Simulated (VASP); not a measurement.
# C in VASP: notebook

C is run at these levels: LDA; tasks: single point.

Program: VASP 6.6.1. These are calculated values, not measurements. Logs are shortened: lines on timing, memory, paths and dates and some standing lists are left out, and cuts for length are marked.

## 1. The cell of the first run

The cell holds a slab with vacuum, 2 atoms: a = 2.263 Å, b = 2.263 Å, c = 28.000 Å, α = 90.00°, β = 90.00°, γ = 120.00°.

## 2. Single point, LDA

INCAR

```
PREC = Accurate
ENCUT = 520
EDIFF = 1E-6
ISMEAR = 0
SIGMA = 0.1
LREAL = F
LASPH = T
NELM = 120
ALGO = Normal
ISIF = 2
LWAVE = F
LCHARG = F
LDIPOL = T
IDIPOL = 3
DIPOL = 0.5 0.5 0.500
GGA = CA
NBANDS = 11
GGA_COMPAT = F
NELMDL = -8
```

KPOINTS

```
Automatic mesh
0
Gamma
  21 21 1
```

POSCAR

```
C
1.0
    2.2630000000      0.0000000000      0.0000000000
   -1.1315000000      1.9598154888      0.0000000000
    0.0000000000      0.0000000000     28.0000000000
C
2
Direct
    0.3333333333      0.6666666667      0.5025535714
    0.6666666667      0.3333333333      0.4974464286
```

Potentials or basis: VASP PAW LDA potentials, release 64 (C).

Started as:

```sh
$ cat potpaw_LDA.64/C/POTCAR > POTCAR
$ mpirun -np 1 vasp_std > vasp.out
```

OUTCAR:

```text
PREC = Accurate
   ENCUT = 520
   EDIFF = 1E-6
   ISMEAR = 0
   LREAL = F
   LASPH = T
   NELM = 120
   ISIF = 2
   GGA = CA
   NELMDL = -8

 ion  position               nearest neighbor table
   1  0.333  0.667  0.503-   2 1.31   2 1.31   2 1.31
   2  0.667  0.333  0.497-   1 1.31   1 1.31   1 1.31

  LATTYP: Found a hexagonal cell.
 ALAT       =     2.2630000000
 C/A-ratio  =    12.3729562528

  Lattice vectors:

 A1 = (   2.2630000000,   0.0000000000,   0.0000000000)
 A2 = (  -1.1315000000,   1.9598154888,   0.0000000000)
 A3 = (   0.0000000000,   0.0000000000,  28.0000000000)

Analysis of symmetry for initial positions (statically):
=====================================================================
 Subroutine PRICEL returns:
 Original cell was already a primitive cell.

 Routine SETGRP: Setting up the symmetry group for a
 hexagonal supercell.

 Subroutine GETGRP returns: Found 12 space group operations
 (whereof 12 operations were pure point group operations)
 out of a pool of 24 trial point group operations.

The static configuration has the point symmetry D_3d.

Analysis of symmetry for dynamics (positions and initial velocities):
=====================================================================
 Subroutine PRICEL returns:
 Original cell was already a primitive cell.

 Routine SETGRP: Setting up the symmetry group for a
 hexagonal supercell.

 Subroutine GETGRP returns: Found 12 space group operations
 (whereof 12 operations were pure point group operations)
 out of a pool of 24 trial point group operations.

The dynamic configuration has the point symmetry D_3d.

 Subroutine INISYM returns: Found 12 space group operations
 (whereof 12 operations are pure point group operations),
 and found     1 'primitive' translations

----------------------------------------------------------------------------------------

                                     Primitive cell

  volume of cell :     124.1817

  direct lattice vectors                    reciprocal lattice vectors
     2.263000000  0.000000000  0.000000000     0.441891295  0.255126058  0.000000000
    -1.131500000  1.959815489  0.000000000     0.000000000  0.510252116  0.000000000
     0.000000000  0.000000000 28.000000000     0.000000000  0.000000000  0.035714286

  length of vectors
     2.263000000  2.263000000 28.000000000     0.510252116  0.510252116  0.035714286

  position of ions in fractional coordinates (direct lattice)
     0.333333333  0.666666667  0.502553571
     0.666666667  0.333333333  0.497446429

  ion indices of the primitive-cell ions
   primitive index   ion index
                 1           1
                 2           2

----------------------------------------------------------------------------------------

 KPOINTS: Automatic mesh

Automatic generation of k-mesh.
 Grid dimensions read from file:
 generate k-points for:   21   21    1

 Generating k-lattice:

  Cartesian coordinates                     Fractional coordinates (reciprocal lattice)
     0.021042443  0.012148860  0.000000000     0.047619048  0.000000000  0.000000000
     0.000000000  0.024297720  0.000000000     0.000000000  0.047619048  0.000000000
     0.000000000  0.000000000  0.035714286     0.000000000  0.000000000  1.000000000

  Length of vectors
     0.024297720  0.024297720  0.035714286

  Shift w.r.t. Gamma in fractional coordinates (k-lattice)
     0.000000000  0.000000000  0.000000000

 Subroutine IBZKPT returns following result:
 ===========================================

 Found     48 irreducible k-points:

 Following reciprocal coordinates:
            Coordinates               Weight
  0.000000  0.000000  0.000000      1.000000
  0.047619  0.000000  0.000000      6.000000
  0.095238  0.000000  0.000000      6.000000
  0.142857 -0.000000  0.000000      6.000000
  0.190476  0.000000  0.000000      6.000000
  0.238095 -0.000000  0.000000      6.000000
[... 16 lines left out ...]
  0.142857  0.095238  0.000000     12.000000
  0.190476  0.095238  0.000000     12.000000
 [... further k-points ...]
   k-points           NKPTS =     48   k-points in BZ     NKDIM =     48   number of bands    NBANDS=     11
   number of dos      NEDOS =    301   number of ions     NIONS =      2
   total plane-waves  NPLWV =  68040
   dimension x,y,z NGX =    18 NGY =   18 NGZ =  210
   dimension x,y,z NGXF=    36 NGYF=   36 NGZF=  420
   ions per type =               2
   NGX,Y,Z   is equivalent  to a cutoff of  13.22, 13.22, 12.47 a.u.
   NGXF,Y,Z  is equivalent  to a cutoff of  26.45, 26.45, 24.94 a.u.
 SYSTEM =  unknown system
   PREC   = accura    normal or accurate (medium, high low for compatibility)
   ISTART =      0    job   : 0-new  1-cont  2-samecut
   ICHARG =      2    charge: 1-file 2-atom 10-const
   ISPIN  =      1    spin polarized calculation?
   LNONCOLLINEAR =      F non collinear calculations
   LSORBIT =      F    spin-orbit coupling
   LASPH  =      T    aspherical Exc in radial PAW
   ENCUT  =  520.0 eV  38.22 Ry    6.18 a.u.   4.21  4.21 52.06*2*pi/ulx,y,z
   NELM   =    120;   NELMIN=  2; NELMDL= -8     # of ELM steps
   EDIFF  = 0.1E-05   stopping-criterion for ELM
   LREAL  =      F    real-space projection
   EDIFFG = 0.1E-04   stopping-criterion for IOM
   NSW    =      0    number of steps for IOM
   IBRION =     -1    ionic relax: 0-MD 1-quasi-New 2-CG
   NFREE  =      0    steps in history (QN), initial steepest desc. (CG)
   ISIF   =      2    stress and relaxation
   ISYM   =      2    0-nonsym 1-usesym 2-fastsym
   POTIM  = 0.5000    time-step for ionic-motion
   TEBEG  =    0.0;   TEEND  =   0.0 temperature during run
   PSTRESS=    0.0 pullay stress
   NELECT =       8.0000    total number of electrons
   NUPDOWN=      -1.0000    fix difference up-down
   EMIN   =  10.00;   EMAX   =-10.00  energy-range for DOS
   EFERMI =   0.00;   METHOD = LEGACY
   ISMEAR =     0;   SIGMA  =   0.10  broadening in eV -4-tet -1-fermi 0-gaus
   EFERMI_NEDOS =   21; number of points for ismear=-14 and -15
   IALGO  =     38    algorithm
   IMIX   =      4    mixing-type and parameters
     AMIX     =   0.40;   BMIX     =  1.00
     AMIX_MAG =   1.60;   BMIX_MAG =  1.00
  volume/ion in A,a.u.               =      62.09       419.01
  Fermi-wavevector in a.u.,A,eV,Ry     =   0.656275  1.240179  5.859979  0.430696
  Thomas-Fermi vector in A             =   1.727415
   LORBIT       =      0    0 simple, 1 ext, 2 COOP (PROOUT), +10 PAW based schemes
   GGA     = CA    functional components
   LHFCALC =     F    Hartree Fock is set to
   AEXX    =    0.0000 exact exchange contribution
   IVDW    =     0    specifies the selected vdW correction
   LEPSILON=     F    determine dielectric tensor
   LRPA    =     F    only Hartree local field effects (RPA)
 non-spin polarized calculation
 Gauss-broadening in eV      SIGMA  =   0.10
  energy-cutoff  :      520.00
  volume of cell :      124.18
 maximum number of plane-waves:      3378
 NGX is ok and might be reduce to    18
   NGX =  9   NGY =  9   NGZ =105

 dipolmoment           0.000000      0.000000      0.000000 electrons x Angstroem

 number of electron       7.9999998 magnetization

 dipolmoment           0.000000      0.000000     -0.000000 electrons x Angstroem

 Free energy of the ion-electron system (eV)
  ---------------------------------------------------
  ext. energy  EPLUGINS =         0.00000000
  ---------------------------------------------------
  free energy    TOTEN  =       -19.05920093 eV

  energy without entropy =      -19.05868919  energy(sigma->0) =      -19.05894506

 E-fermi :  -2.5671     XC(G=0):  -1.6632

 val. band max:       -2.5670575835   @ k =   0.3333   0.3333   0.0000
 cond. band min:      -2.5670575795   @ k =   0.3333   0.3333   0.0000
 fundamental gap:      0.0000000040
 Fermi energy:        -2.5670575819

 k-point     1 :       0.0000    0.0000    0.0000
  band No.  band energies     occupation
      1     -23.9314      2.00000
      2     -12.0116      2.00000
      3      -5.1511      2.00000
      4      -5.1511      2.00000
      5      -0.1445      0.00000
      6       0.9860      0.00000
      7       1.2194      0.00000
      8       1.6013      0.00000
      9       1.8100      0.00000
     10       2.5829      0.00000
     11       2.8906      0.00000

 k-point     2 :       0.0476    0.0000    0.0000
  band No.  band energies     occupation
      1     -23.8698      2.00000
      2     -11.9344      2.00000
      3      -5.3954      2.00000
      4      -5.3035      2.00000
      5      -0.0614      0.00000
      6       1.0739      0.00000
      7       1.3081      0.00000
      8       1.6897      0.00000
      9       1.8980      0.00000
     10       2.6711      0.00000
     11       2.9776      0.00000

 k-point     3 :       0.0952    0.0000    0.0000
  band No.  band energies     occupation
      1     -23.6850      2.00000
      2     -11.7040      2.00000
      3      -6.0834      2.00000
      4      -5.7173      2.00000
      5       0.1880      0.00000
      6       1.3374      0.00000
      7       1.5741      0.00000
      8       1.9549      0.00000
      9       2.1618      0.00000
     10       2.9356      0.00000
     11       3.2384      0.00000
[... 267 lines left out ...]
 k-point    23 :       0.1429    0.0952    0.0000
  band No.  band energies     occupation
      1     -22.7657      2.00000
      2     -10.5930      2.00000
      3      -8.4753      2.00000
      4      -7.5943      2.00000
      5       1.4189      0.00000
      6       2.6508      0.00000
      7       2.9039      0.00000
      8       3.2797      0.00000
      9       3.4764      0.00000
     10       4.2556      0.00000
     11       4.5261      0.00000

 k-point    24 :       0.1905    0.0952    0.0000
  band No.  band energies     occupation
      1     -22.2178      2.00000
      2     -10.1912      2.00000
      3      -9.4589      2.00000
      4      -8.2831      2.00000
      5       2.1186      0.00000
      6       3.4336      0.00000
      7       3.7004      0.00000
      8       4.0725      0.00000
      9       4.2492      0.00000
     10       5.0416      0.00000
     11       5.2220      0.00000

 [... further k-points ...]

------------------------ aborting loop because EDIFF is reached ----------------------------------------

 vacuum level on the upper side and lower side of the slab       (xc-potential included)        -0.010        -0.010

  FORCE on cell =-STRESS in cart. coord.  units (eV):
  Direction    XX          YY          ZZ          XY          YZ          ZX
  --------------------------------------------------------------------------------------
  -------------------------------------------------------------------------------------
  Total       12.6369999     12.6369999     -0.3285969      0.0000000      0.0000000     -0.0000000
  in kB      163.0409858    163.0409858     -4.2395164      0.0000000      0.0000000     -0.0000000
  external PRESSURE =     107.2808184 kB  Pullay stress =       0.0000000 kB

 VOLUME and BASIS-vectors are now :
 -----------------------------------------------------------------------------
  energy-cutoff  :      520.00
  volume of cell :      124.18
      direct lattice vectors                 reciprocal lattice vectors
     2.263000000  0.000000000  0.000000000     0.441891295  0.255126058  0.000000000
    -1.131500000  1.959815489  0.000000000     0.000000000  0.510252116  0.000000000
     0.000000000  0.000000000 28.000000000     0.000000000  0.000000000  0.035714286

 POSITION                                       TOTAL-FORCE (eV/Angst)
 -----------------------------------------------------------------------------------
     -0.00000      1.30654     14.07150         0.000000      0.000000     -2.152118
      1.13150      0.65327     13.92850        -0.000000     -0.000000      2.152118
 -----------------------------------------------------------------------------------
    total drift:                                0.000000     -0.000000      0.000000

  FREE ENERGIE OF THE ION-ELECTRON SYSTEM (eV)
  ---------------------------------------------------
  free  energy   TOTEN  =       -19.0592009311 eV

  energy  without entropy=      -19.0586891945  energy(sigma->0) =      -19.05894506

 vacuum level on the upper side and lower side of the slab         1.192         1.192
```

Wall time 2.2 min (1 thread of Intel Xeon 8259CL, shared host); peak memory 0.21 GiB.

What came out:

* Free energy: -19.0592 eV
* Largest force: 2.152 eV/Å
* Band gap on the k mesh: zero (filled and empty bands touch)

Forces in eV/Å, atoms in the order of the input:
```
C    0.000  0.000 -2.152
C    0.000  0.000  2.152
```

## 3. Single point, LDA

INCAR

```
SYSTEM = C
PREC = Accurate
ENCUT = 520
EDIFF = 1E-6
ISMEAR = 0
SIGMA = 0.1
LREAL = .FALSE.
LASPH = .TRUE.
NELM = 120
ALGO = Normal
ISIF = 2
LWAVE = .FALSE.
LCHARG = .FALSE.
LDIPOL = .TRUE.
IDIPOL = 3
DIPOL = 0.5 0.5 0.500
NBANDS = 11
GGA_COMPAT = .FALSE.
NELMDL = -8
```

KPOINTS

```
regular mesh
0
G
  21 21 1
  0 0 0
```

POSCAR

```
C
1.0
    2.2630000000      0.0000000000      0.0000000000
   -1.1315000000      1.9598154888      0.0000000000
    0.0000000000      0.0000000000     28.0000000000
C
2
Direct
    0.3333333333      0.6666666667      0.5076607143
    0.6666666667      0.3333333333      0.4923392857
```

Potentials or basis: VASP PAW LDA potentials, release 64 (C).

Started as:

```sh
$ cat potpaw_LDA.64/C/POTCAR > POTCAR
$ mpirun -np 1 vasp_std > vasp.out
```

OUTCAR:

```text
SYSTEM = C
   PREC = Accurate
   ENCUT = 520
   EDIFF = 1E-6
   ISMEAR = 0
   LREAL = .FALSE.
   LASPH = .TRUE.
   NELM = 120
   ISIF = 2
   NELMDL = -8

 ion  position               nearest neighbor table
   1  0.333  0.667  0.508-   2 1.38   2 1.38   2 1.38
   2  0.667  0.333  0.492-   1 1.38   1 1.38   1 1.38

  LATTYP: Found a hexagonal cell.
 ALAT       =     2.2630000000
 C/A-ratio  =    12.3729562528

  Lattice vectors:

 A1 = (   2.2630000000,   0.0000000000,   0.0000000000)
 A2 = (  -1.1315000000,   1.9598154888,   0.0000000000)
[... 527 lines left out ...]

  FORCE on cell =-STRESS in cart. coord.  units (eV):
  Direction    XX          YY          ZZ          XY          YZ          ZX
  --------------------------------------------------------------------------------------
  -------------------------------------------------------------------------------------
  Total       10.7362639     10.7362639     -3.1974696      0.0000000      0.0000000      0.0000000
  in kB      138.5179285    138.5179285    -41.2533510      0.0000000      0.0000000      0.0000000
  external PRESSURE =      78.5941687 kB  Pullay stress =       0.0000000 kB

 VOLUME and BASIS-vectors are now :
 -----------------------------------------------------------------------------
  energy-cutoff  :      520.00
  volume of cell :      124.18
      direct lattice vectors                 reciprocal lattice vectors
     2.263000000  0.000000000  0.000000000     0.441891295  0.255126058  0.000000000
    -1.131500000  1.959815489  0.000000000     0.000000000  0.510252116  0.000000000
     0.000000000  0.000000000 28.000000000     0.000000000  0.000000000  0.035714286

 POSITION                                       TOTAL-FORCE (eV/Angst)
 -----------------------------------------------------------------------------------
     -0.00000      1.30654     14.21450         0.000000     -0.000000     -7.410021
      1.13150      0.65327     13.78550        -0.000000      0.000000      7.410021
 -----------------------------------------------------------------------------------
    total drift:                                0.000000      0.000000     -0.000000

  FREE ENERGIE OF THE ION-ELECTRON SYSTEM (eV)
  ---------------------------------------------------
  free  energy   TOTEN  =       -17.7282152964 eV

  energy  without entropy=      -17.7277035598  energy(sigma->0) =      -17.72795943

 vacuum level on the upper side and lower side of the slab         1.206         1.206
```

stdout:

```text
POSCAR found type information on POSCAR C
 POSCAR found :  1 types and       2 ions
 scaLAPACK will be used
 LDA part: xc-table for (Slater(with rela. corr.)+CA(PZ))
 , standard interpolation
 POSCAR, INCAR and KPOINTS ok, starting setup
 FFT: planning ... GRIDC
 FFT: planning ... GRID_SOFT
 FFT: planning ... GRID
 WAVECAR not read
 entering main loop
```

It took 2.8 min on 1 thread of Intel Xeon 8259CL, shared host; peak memory 0.22 GiB.

Results:

| Quantity | Value |
| --- | --- |
| Free energy | -17.7282 eV |
| Largest force | 7.410 eV/Å |
| Band gap on the k mesh | zero (filled and empty bands touch) |

Forces on the atoms (eV/Å):
```
C    0.000  0.000 -7.410
C    0.000  0.000  7.410
```

## 4. Single point, LDA

INCAR

```
PREC = Accurate
ENCUT = 520
EDIFF = 1E-6
ISMEAR = 0
SIGMA = 0.1
LREAL = False
LASPH = True
NELM = 120
ALGO = Normal
ISIF = 2
LWAVE = False
LCHARG = False
LDIPOL = True
IDIPOL = 3
DIPOL = 0.5 0.5 0.500
NBANDS = 11
GGA_COMPAT = False
NELMDL = -8
```

KPOINTS

```
regular mesh
0
Gamma
  21 21 1
```

POSCAR

```
C
1.0
    2.2630000000      0.0000000000      0.0000000000
   -1.1315000000      1.9598154888      0.0000000000
    0.0000000000      0.0000000000     28.0000000000
C
2
Direct
    0.3333333333      0.6666666667      0.5127500000
    0.6666666667      0.3333333333      0.4872500000
```

Started as:

```sh
$ cat potpaw_LDA.64/C/POTCAR > POTCAR
$ mpirun -np 1 vasp_std > vasp.out
```

It took 2.4 min on 1 thread of Intel Xeon 8259CL, shared host; peak memory 0.21 GiB.

Results (log left out):

```
Free energy            : -15.1002 eV
Largest force          : 9.254 eV/Å
Band gap on the k mesh : zero (bands 4 and 5 overlap by 1.73 eV)
```

Forces in eV/Å, atoms in the order of the input:
```
C    0.000  0.000 -9.254
C    0.000  0.000  9.254
```

Levels at points of the mesh, in eV from the Fermi level:
| k point | band 2 | band 3 | band 4 | band 5 | band 6 | band 7 |
| --- | --- | --- | --- | --- | --- | --- |
| (0.00, 0.00, 0.00) | -8.52 | -0.60 | 1.50 | 1.50 | 4.67 | 5.15 |

## 5. Summary

| cell | gap on the mesh (eV) | largest force (eV/Å) |
| --- | --- | --- |
| as given, atomic positions A | none | 2.15 |
| as given, atomic positions B | none | 7.41 |
| as given, atomic positions C | none | 9.25 |

Alike in all rows: task single point; level LDA; potentials or basis VASP PAW LDA potentials, release 64 (C); no spin polarisation; k mesh 21 × 21 × 1; cutoff (eV) 520; smearing gaussian 0.1 eV.

Total energies depend on the potentials used, so only differences within one code and one set of settings carry meaning.
